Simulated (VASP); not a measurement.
MgGa3As3:

```
Mg Ga As
1.0
     3.50171    0.00000    0.00000
     0.00000    3.95262    0.00000
     0.00000    0.00000    9.13259
Mg Ga As
1 3 3
Direct
  0.50000 0.00000 0.00000
  0.50000 0.50000 0.17805
  0.50000 0.50000 0.82195
  0.00000 0.00000 0.50000
  0.50000 0.00000 0.32195
  0.00000 0.50000 0.00000
  0.50000 0.00000 0.67805
```

The cell was built from a structure type or drawn by symmetry, and may not be a known phase.

- Program: VASP 6.6.1
- Task: relaxation of cell and atoms
- Functional: PBE
- Potentials or basis: VASP PAW PBE potentials, release 64 (Mg, Ga_d, As)
- Cutoff: 600 eV
- k mesh: 6 × 4 × 2
- Occupations: gaussian, width 0.1 eV
- Spin: no spin polarisation

At the start: pressure 25.5 GPa; volume 18.06 Å³/atom.

**Question.** How do energy, volume and symmetry change on relaxing?

**Answer.** Over 11 steps the energy falls by 401.2 meV/atom and the volume is 23.89 Å³/atom (+32.3 %); space group Pmmm (No. 47, to 0.1 Å) before and after.

The path:
| step | energy change (eV) | largest force (eV/Å) | pressure (GPa) | volume (Å³) |
| --- | --- | --- | --- | --- |
| 1 | 0.0000 | 2.5767 | 25.52 | 126.40 |
| 2 | -2.4664 | 0.2688 | -3.94 | 186.60 |
| 3 | -2.7278 | 0.4251 | 0.11 | 166.56 |
| 4 | -2.7288 | 0.3877 | -0.19 | 167.75 |
| 5 | -2.7525 | 0.3073 | -0.16 | 167.40 |
| 6 | -2.7988 | 0.1534 | 0.18 | 166.31 |
| 7 | -2.7333 | 0.5382 | 1.15 | 164.01 |
| 8 | -2.8059 | 0.0519 | 0.37 | 165.82 |
| 9 | -2.8062 | 0.0122 | 0.46 | 165.66 |
| 10 | -2.8073 | 0.0386 | -0.34 | 168.46 |
| 11 | -2.8087 | 0.0230 | -0.02 | 167.24 |

Final structure:
```cif
data_structure
_symmetry_space_group_name_H-M 'P 1'
_symmetry_Int_Tables_number 1
_cell_length_a 3.8652
_cell_length_b 4.3741
_cell_length_c 9.8917
_cell_angle_alpha 90.000
_cell_angle_beta 90.000
_cell_angle_gamma 90.000
_cell_volume 167.24
loop_
_atom_site_label
_atom_site_type_symbol
_atom_site_fract_x
_atom_site_fract_y
_atom_site_fract_z
_atom_site_occupancy
Mg1 Mg 0.50000 0.00000 0.00000 1
Ga1 Ga 0.50000 0.50000 0.19897 1
Ga2 Ga 0.50000 0.50000 0.80103 1
Ga3 Ga 0.00000 0.00000 0.50000 1
As1 As 0.50000 0.00000 0.32838 1
As2 As 0.00000 0.50000 0.00000 1
As3 As 0.50000 0.00000 0.67162 1
```

Caveat: the k points lie up to 0.36 Å⁻¹ apart in the final cell, too coarse for converged energies and pressures of a metal; the volume moved by over 15 % at a fixed basis, so the end points are rough.
